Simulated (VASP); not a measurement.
A run of VASP 6.6.1 is set up as follows.

Contents of INCAR:

```
PREC     = Accurate       # precision mode
ENCUT    = 520            # plane-wave cutoff, eV
EDIFF    = 1E-8           # SCF threshold, eV
ISMEAR   = 0              # smearing method
SIGMA    = 0.01           # smearing width, eV
LREAL    = False          # projectors in reciprocal space
LASPH    = True           # aspherical terms in the spheres
NELM     = 100            # most SCF steps
ALGO     = Normal         # electronic algorithm
ISIF     = 2              # what is computed and relaxed
LWAVE    = False          # write WAVECAR
LCHARG   = False          # write CHGCAR
GGA      = PS             # functional
NBANDS   = 15             # bands
IBRION   = 8              # ionic algorithm
NSW      = 1              # ionic steps
LEPSILON = True           # dielectric tensor by DFPT
```

Contents of KPOINTS:

```
regular mesh
0
Gamma
  6 6 6
```

POSCAR

```
BaS
1.0
    0.0000000000      3.1662957751      3.1662957751
    3.1662957751      0.0000000000      3.1662957751
    3.1662957751      3.1662957751      0.0000000000
Ba S
1 1
Direct
    0.0000000000      0.0000000000      0.0000000000
    0.5000000000      0.5000000000      0.5000000000
```

Potentials or basis: VASP PAW PBE potentials, release 64 (Ba_sv, S).

Launch:

```sh
$ cat potpaw_PBE.64/Ba_sv/POTCAR potpaw_PBE.64/S/POTCAR > POTCAR
$ mpirun -np 1 vasp_std > vasp.out
```

Task: Predict the electronic dielectric tensor (diagonal).

Result: 5.17.

Task: What does it give for the Born charges (mean of the diagonal)?

Result: Ba +2.65; S -2.65 e.

Task: Estimate the highest phonon frequency at Γ, LO-TO splitting left out.

Result: 151 cm⁻¹.

Phonon frequencies in cm⁻¹ (negative: imaginary):
```csv
q point,frequencies
"(0.000, 0.000, 0.000)",0 0 0 151 151 151
```
